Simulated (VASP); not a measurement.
# LiSi16 (a cell with a defect) in VASP: relaxation of the atoms with PBE

Aim: the relaxation of the atoms of LiSi16 (a cell with a defect) with PBE.

Program: VASP 6.6.1. These are calculated values, not measurements. Logs are shortened: lines on timing, memory, paths and dates and some standing lists are left out, and cuts for length are marked.

### 1 The cell of the first run

The cell holds a defect, 17 atoms: a = 7.679 Å, b = 7.679 Å, c = 7.679 Å, α = 60.00°, β = 60.00°, γ = 60.00°.

### 2 Relaxation of the atoms, PBE

Input file INCAR:

```
PREC     = Accurate       # precision mode
ENCUT    = 520            # plane-wave cutoff, eV
EDIFF    = 1E-6           # SCF threshold, eV
ISMEAR   = 0              # smearing method
SIGMA    = 0.02           # smearing width, eV
LREAL    = Auto         
LASPH    = T              # aspherical terms in the spheres
NELM     = 60             # most SCF steps
ALGO     = Normal         # electronic algorithm
ISIF     = 2              # what is computed and relaxed
LWAVE    = F              # write WAVECAR
LCHARG   = F              # write CHGCAR
GGA      = PE             # functional
IBRION   = 2              # ionic algorithm
NSW      = 80             # ionic steps
EDIFFG   = -0.03          # ionic threshold
NELECT   = 66.0
```

Input file KPOINTS:

```
Automatic mesh
0
Gamma
  2 2 2
```

Input file POSCAR:

```
LiSi16
1.0
    0.0000000000      5.4300000000      5.4300000000
    5.4300000000      0.0000000000      5.4300000000
    5.4300000000      5.4300000000      0.0000000000
Si Li
16 1
Direct
    0.0000000000      0.0000000000      0.0000000000
    0.1250000000      0.1250000000      0.1250000000
    0.0000000000      0.0000000000      0.5000000000
    0.1250000000      0.1250000000      0.6250000000
    0.0000000000      0.5000000000      0.0000000000
    0.1250000000      0.6250000000      0.1250000000
    0.0000000000      0.5000000000      0.5000000000
    0.1250000000      0.6250000000      0.6250000000
    0.5000000000      0.0000000000      0.0000000000
    0.6250000000      0.1250000000      0.1250000000
    0.5000000000      0.0000000000      0.5000000000
    0.6250000000      0.1250000000      0.6250000000
    0.5000000000      0.5000000000      0.0000000000
    0.6250000000      0.6250000000      0.1250000000
    0.5000000000      0.5000000000      0.5000000000
    0.6250000000      0.6250000000      0.6250000000
    0.3813057200      0.3731494500      0.3797301400
```

Potentials or basis: VASP PAW PBE potentials, release 64 (Si, Li_sv).

Started as:

```bash
$ cat potpaw_PBE.64/Si/POTCAR potpaw_PBE.64/Li_sv/POTCAR > POTCAR
$ mpirun -np 1 vasp_std > vasp.out
```

OUTCAR:

```text
PREC = Accurate
   ENCUT = 520
   EDIFF = 1E-6
   ISMEAR = 0
   LREAL = Auto
   LASPH = T
   NELM = 60
   ISIF = 2
   GGA = PE
   IBRION = 2
   NSW = 80
   EDIFFG = -0.03
   NELECT = 66.0

 ion  position               nearest neighbor table
   1  0.000  0.000  0.000-   2 2.35   4 2.35   6 2.35  10 2.35
   2  0.125  0.125  0.125-   1 2.35   3 2.35   5 2.35   9 2.35
   3  0.000  0.000  0.500-   2 2.35   4 2.35   8 2.35  12 2.35
   4  0.125  0.125  0.625-   1 2.35   3 2.35   7 2.35  11 2.35  17 2.74
   5  0.000  0.500  0.000-   2 2.35   6 2.35   8 2.35  14 2.35
   6  0.125  0.625  0.125-   1 2.35   5 2.35   7 2.35  13 2.35  17 2.78
   7  0.000  0.500  0.500-   4 2.35   6 2.35   8 2.35  16 2.35  17 2.39
   8  0.125  0.625  0.625-   3 2.35   5 2.35   7 2.35  15 2.35  17 2.70
   9  0.500  0.000  0.000-   2 2.35  10 2.35  12 2.35  14 2.35
  10  0.625  0.125  0.125-   1 2.35   9 2.35  11 2.35  13 2.35  17 2.73
  11  0.500  0.000  0.500-  17 2.34  10 2.35  12 2.35  16 2.35   4 2.35
  12  0.625  0.125  0.625-   3 2.35   9 2.35  11 2.35  15 2.35  17 2.66
  13  0.500  0.500  0.000-   6 2.35  10 2.35  14 2.35  16 2.35  17 2.38
  14  0.625  0.625  0.125-   5 2.35   9 2.35  13 2.35  15 2.35  17 2.69
  15  0.500  0.500  0.500-  17 2.29  12 2.35  14 2.35  16 2.35   8 2.35
  16  0.625  0.625  0.625-   7 2.35  11 2.35  13 2.35  15 2.35
  17  0.381  0.373  0.380-  15 2.29  11 2.34  13 2.38   7 2.39  12 2.66  14 2.69   8 2.70  10 2.73
                             4 2.74   6 2.78

  LATTYP: Found a face centered cubic cell.
 ALAT       =    10.8600000000

  Lattice vectors:

 A1 = (   0.0000000000,   5.4300000000,   5.4300000000)
 A2 = (   5.4300000000,   0.0000000000,   5.4300000000)
 A3 = (   5.4300000000,   5.4300000000,   0.0000000000)

Analysis of symmetry for initial positions (statically):
=====================================================================
 Subroutine PRICEL returns:
 Original cell was already a primitive cell.

 Routine SETGRP: Setting up the symmetry group for a
 face centered cubic supercell.

 Subroutine GETGRP returns: Found  1 space group operations
 (whereof  1 operations were pure point group operations)
 out of a pool of 48 trial point group operations.

The static configuration has the point symmetry C_1 .

Analysis of symmetry for dynamics (positions and initial velocities):
=====================================================================
 Subroutine PRICEL returns:
 Original cell was already a primitive cell.

 Routine SETGRP: Setting up the symmetry group for a
 face centered cubic supercell.

 Subroutine GETGRP returns: Found  1 space group operations
 (whereof  1 operations were pure point group operations)
 out of a pool of 48 trial point group operations.

The dynamic configuration has the point symmetry C_1 .

 Subroutine INISYM returns: Found  1 space group operations
 (whereof  1 operations are pure point group operations),
 and found     1 'primitive' translations

----------------------------------------------------------------------------------------

                                     Primitive cell

  volume of cell :     320.2060

  direct lattice vectors                    reciprocal lattice vectors
     0.000000000  5.430000000  5.430000000    -0.092081031  0.092081031  0.092081031
     5.430000000  0.000000000  5.430000000     0.092081031 -0.092081031  0.092081031
     5.430000000  5.430000000  0.000000000     0.092081031  0.092081031 -0.092081031

  length of vectors
     7.679179644  7.679179644  7.679179644     0.159489025  0.159489025  0.159489025

  position of ions in fractional coordinates (direct lattice)
     0.000000000  0.000000000  0.000000000
     0.125000000  0.125000000  0.125000000
     0.000000000  0.000000000  0.500000000
     0.125000000  0.125000000  0.625000000
     0.000000000  0.500000000  0.000000000
     0.125000000  0.625000000  0.125000000
[... 9 lines left out ...]
     0.625000000  0.625000000  0.625000000
     0.381305720  0.373149450  0.379730140

  ion indices of the primitive-cell ions
   primitive index   ion index
                 1           1
                 2           2
                 3           3
                 4           4
                 5           5
                 6           6
[... 9 lines left out ...]
                16          16
                17          17

----------------------------------------------------------------------------------------

 KPOINTS: Automatic mesh

Automatic generation of k-mesh.
 Grid dimensions read from file:
 generate k-points for:    2    2    2

 Generating k-lattice:

  Cartesian coordinates                     Fractional coordinates (reciprocal lattice)
    -0.046040516  0.046040516  0.046040516     0.500000000  0.000000000  0.000000000
     0.046040516 -0.046040516  0.046040516     0.000000000  0.500000000  0.000000000
     0.046040516  0.046040516 -0.046040516     0.000000000  0.000000000  0.500000000

  Length of vectors
     0.079744512  0.079744512  0.079744512

  Shift w.r.t. Gamma in fractional coordinates (k-lattice)
     0.000000000  0.000000000  0.000000000

 Subroutine IBZKPT returns following result:
 ===========================================

 Found      8 irreducible k-points:

 Following reciprocal coordinates:
            Coordinates               Weight
  0.000000  0.000000  0.000000      1.000000
  0.500000  0.000000  0.000000      1.000000
  0.000000  0.500000  0.000000      1.000000
  0.000000  0.000000  0.500000      1.000000
  0.500000  0.500000  0.500000      1.000000
  0.500000  0.500000  0.000000      1.000000
  0.000000  0.500000  0.500000      1.000000
  0.500000  0.000000  0.500000      1.000000
   k-points           NKPTS =      8   k-points in BZ     NKDIM =      8   number of bands    NBANDS=     42
   number of dos      NEDOS =    301   number of ions     NIONS =     17
   total plane-waves  NPLWV = 216000
   dimension x,y,z NGX =    60 NGY =   60 NGZ =   60
   dimension x,y,z NGXF=   120 NGYF=  120 NGZF=  120
   ions per type =              16   1
   NGX,Y,Z   is equivalent  to a cutoff of  12.99, 12.99, 12.99 a.u.
   NGXF,Y,Z  is equivalent  to a cutoff of  25.98, 25.98, 25.98 a.u.
 SYSTEM =  unknown system
   PREC   = accura    normal or accurate (medium, high low for compatibility)
   ISTART =      0    job   : 0-new  1-cont  2-samecut
   ICHARG =      2    charge: 1-file 2-atom 10-const
   ISPIN  =      1    spin polarized calculation?
   LNONCOLLINEAR =      F non collinear calculations
   LSORBIT =      F    spin-orbit coupling
   LASPH  =      T    aspherical Exc in radial PAW
   ENCUT  =  520.0 eV  38.22 Ry    6.18 a.u.  14.28 14.28 14.28*2*pi/ulx,y,z
   NELM   =     60;   NELMIN=  2; NELMDL= -5     # of ELM steps
   EDIFF  = 0.1E-05   stopping-criterion for ELM
   LREAL  =      T    real-space projection
   EDIFFG = -.3E-01   stopping-criterion for IOM
   NSW    =     80    number of steps for IOM
   IBRION =      2    ionic relax: 0-MD 1-quasi-New 2-CG
   NFREE  =      1    steps in history (QN), initial steepest desc. (CG)
   ISIF   =      2    stress and relaxation
   ISYM   =      2    0-nonsym 1-usesym 2-fastsym
   POTIM  = 0.5000    time-step for ionic-motion
   TEBEG  =    0.0;   TEEND  =   0.0 temperature during run
   PSTRESS=    0.0 pullay stress
   NELECT =      66.0000    total number of electrons
   NUPDOWN=      -1.0000    fix difference up-down
   EMIN   =  10.00;   EMAX   =-10.00  energy-range for DOS
   EFERMI =   0.00;   METHOD = LEGACY
   ISMEAR =     0;   SIGMA  =   0.02  broadening in eV -4-tet -1-fermi 0-gaus
   EFERMI_NEDOS =   21; number of points for ismear=-14 and -15
   IALGO  =     38    algorithm
   IMIX   =      4    mixing-type and parameters
     AMIX     =   0.40;   BMIX     =  1.00
     AMIX_MAG =   1.60;   BMIX_MAG =  1.00
  volume/ion in A,a.u.               =      18.84       127.11
  Fermi-wavevector in a.u.,A,eV,Ry     =   0.967044  1.827449 12.723821  0.935174
  Thomas-Fermi vector in A             =   2.096897
   LORBIT       =      0    0 simple, 1 ext, 2 COOP (PROOUT), +10 PAW based schemes
   GGA     = PE    functional components
   LHFCALC =     F    Hartree Fock is set to
   AEXX    =    0.0000 exact exchange contribution
   IVDW    =     0    specifies the selected vdW correction
   LEPSILON=     F    determine dielectric tensor
   LRPA    =     F    only Hartree local field effects (RPA)
 conjugate gradient relaxation of ions
 non-spin polarized calculation
 Gauss-broadening in eV      SIGMA  =   0.02
  energy-cutoff  :      520.00
  volume of cell :      320.21
 maximum number of plane-waves:      8646
 NGX is ok and might be reduce to    60
   NGX = 29   NGY = 29   NGZ = 29

--------------------------------------- Ionic step        1  -------------------------------------------

 number of electron      66.0000005 magnetization

 Free energy of the ion-electron system (eV)
  ---------------------------------------------------
  ext. energy  EPLUGINS =         0.00000000
  ---------------------------------------------------
  free energy    TOTEN  =       -93.39316768 eV

  energy without entropy =      -93.39316768  energy(sigma->0) =      -93.39316768

------------------------ aborting loop because EDIFF is reached ----------------------------------------

  FORCE on cell =-STRESS in cart. coord.  units (eV):
  Direction    XX          YY          ZZ          XY          YZ          ZX
  --------------------------------------------------------------------------------------
  -------------------------------------------------------------------------------------
  Total       -1.0080378     -0.9945146     -1.0069543      0.1529487      0.1070860      0.3612967
  in kB       -5.0438006     -4.9761363     -5.0383793      0.7652914      0.5358135      1.8077778
  external PRESSURE =      -5.0194387 kB  Pullay stress =       0.0000000 kB
[... 342 lines left out ...]
  energy  without entropy=      -93.5129871215  energy(sigma->0) =      -93.51298712

--------------------------------------- Ionic step        8  -------------------------------------------

 number of electron      65.9999999 magnetization

 Free energy of the ion-electron system (eV)
  ---------------------------------------------------
  ext. energy  EPLUGINS =         0.00000000
  ---------------------------------------------------
  free energy    TOTEN  =       -93.51364187 eV

  energy without entropy =      -93.51364187  energy(sigma->0) =      -93.51364187

 E-fermi :   6.1530     XC(G=0):  -9.4409

 val. band max:        6.0420263900   @ k =   0.0000   0.0000   0.0000
 cond. band min:       6.6827615325   @ k =   0.0000   0.0000   0.0000
 fundamental gap:      0.6407351425
 Fermi energy:         6.1529980415

 k-point     1 :       0.0000    0.0000    0.0000
  band No.  band energies     occupation
      1     -40.3790      2.00000
      2      -5.9232      2.00000
      3      -3.6729      2.00000
      4      -3.6111      2.00000
      5      -3.6108      2.00000
      6      -3.6107      2.00000
[... 393 lines left out ...]
  FREE ENERGIE OF THE ION-ELECTRON SYSTEM (eV)
  ---------------------------------------------------
  free  energy   TOTEN  =       -93.5136418739 eV

  energy  without entropy=      -93.5136418739  energy(sigma->0) =      -93.51364187

 reached required accuracy - stopping structural energy minimisation
```

Run time: 9.6 min. Hardware: 1 thread of Intel Xeon Platinum 8488C (Sapphire Rapids), shared host; peak memory 0.54 GiB.

What came out:

```
Free energy                  : -93.5136 eV
Energy gained by relaxing    : 7.1 meV/atom
Ionic steps                  : 8
Largest force after relaxing : 0.023 eV/Å
```

Forces in eV/Å, atoms in the order of the input:
```
Si  -0.001  0.001 -0.001
Si   0.000 -0.001  0.000
Si   0.005  0.007 -0.002
Si  -0.003  0.002  0.010
Si   0.004  0.000  0.004
Si   0.000  0.013  0.001
Si   0.015 -0.007 -0.011
Si  -0.007  0.003  0.003
Si  -0.002  0.008  0.005
Si   0.010  0.001 -0.003
Si   0.001  0.006  0.003
Si   0.002 -0.007  0.001
Si  -0.010 -0.005  0.013
Si   0.003  0.002 -0.007
Si  -0.012 -0.006 -0.011
Si   0.000  0.003  0.002
Li  -0.003 -0.022 -0.007
```

Step by step:
```
step  energy change (eV)  largest force (eV/Å)  pressure (GPa)
   1              0.0000                1.1444           -0.50
   2             -0.1151                0.1618           -0.58
   3             -0.1152                0.1583           -0.58
   4             -0.1182                0.1326           -0.57
   5             -0.1185                0.1236           -0.57
   6             -0.1196                0.0719           -0.57
   7             -0.1198                0.0478           -0.57
   8             -0.1205                0.0232           -0.57
```

Final structure:
```xyz
17
Lattice="0.0000 5.4300 5.4300 5.4300 0.0000 5.4300 5.4300 5.4300 0.0000" Properties=species:S:1:pos:R:3 pbc="T T T"
Si    0.0085    0.0088    0.0085
Si    1.3574    1.3568    1.3573
Si    2.7056    2.7062    0.0097
Si    4.0709    4.0744    1.3361
Si    2.7063    0.0094    2.7064
Si    4.0723    1.3367    4.0729
Si    5.4517    8.1257    8.1246
Si    6.8097    4.0760    4.0759
Si    0.0098    2.7060    2.7055
Si    1.3359    4.0741    4.0713
Si    8.1198    5.4579    8.1200
Si    4.0742    6.8112    4.0742
Si    8.1235    8.1247    5.4529
Si    4.0756    4.0758    6.8100
Si    5.4607    5.4622    5.4609
Si    6.7904    6.7980    6.7919
Li    4.0761    4.0883    4.0786
```

Levels at points of the mesh, in eV from the Fermi level:
| k point | band 31 | band 32 | band 33 | band 34 | band 35 | band 36 |
| --- | --- | --- | --- | --- | --- | --- |
| (0.00, 0.00, 0.00) | -0.11 | -0.11 | -0.11 | 0.53 | 0.53 | 0.53 |
| (0.50, 0.00, 0.00) | -0.93 | -0.84 | -0.84 | 1.09 | 1.29 | 1.29 |
| (0.00, 0.50, 0.00) | -0.93 | -0.84 | -0.84 | 1.09 | 1.29 | 1.29 |
| (0.00, 0.00, 0.50) | -0.93 | -0.84 | -0.84 | 1.09 | 1.29 | 1.29 |
| (0.50, 0.50, 0.50) | -0.93 | -0.84 | -0.84 | 1.08 | 1.29 | 1.29 |
| (0.50, 0.50, 0.00) | -1.47 | -1.42 | -1.38 | 0.96 | 1.02 | 2.08 |
| (0.00, 0.50, 0.50) | -1.47 | -1.42 | -1.38 | 0.96 | 1.02 | 2.08 |
| (0.50, 0.00, 0.50) | -1.47 | -1.42 | -1.38 | 0.96 | 1.02 | 2.08 |

Caveat: the k points lie up to 0.50 Å⁻¹ apart; the cell carries a net charge on a neutralising background, which shifts energy and pressure; the cell is charged against a uniform background, so pressure and absolute levels hang on convention; the cutoff is under 1.25 times the usual one of these potentials, so pressure, stress and relaxed cells hold a basis-set (Pulay) error.
